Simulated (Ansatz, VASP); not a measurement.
# One calculation of HfB2, two programs

```xyz
3
Lattice="3.1270 0.0000 0.0000 -1.5635 2.7080 0.0000 0.0000 0.0000 3.4486" Properties=species:S:1:pos:R:3 pbc="T T T"
Hf    0.0000    0.0000    0.0000
B     0.0000    1.8053    1.7243
B     1.5635    0.9027    1.7243
```

Alike in both runs: functional PBEsol; k mesh 12 × 12 × 9; occupations fermi-dirac, width 0.1 eV; no spin polarisation.

Ansatz relaxed the structure, and its values are those at the end. VASP's run is a single point on that final structure, the one shown.

|  | VASP | Ansatz |
| --- | --- | --- |
| version | VASP 6.6.1 | Ansatz 0.2.0 |
| potentials or method | VASP PAW PBE potentials, release 64 (Hf_pv, B), cutoff 520 eV | PAW plane waves |
| valence electrons in the cell | 16 | 32 |

|  | VASP | Ansatz | Ansatz less VASP |
| --- | --- | --- | --- |
| gap on the k mesh at the Fermi level (eV) | none | none | - |
| pressure (GPa) | -0.1 | 0.0 | +0.05 |

VASP's potentials were made for PBE, not for PBEsol, and Ansatz warns of the same on its side. A gap of «none» marks a metal or a gap that the smearing closes. VASP's potentials hold 16 valence electrons a cell and Ansatz's 32, so a difference there can come from the potentials and not from the codes.

Spin-orbit coupling is off throughout.
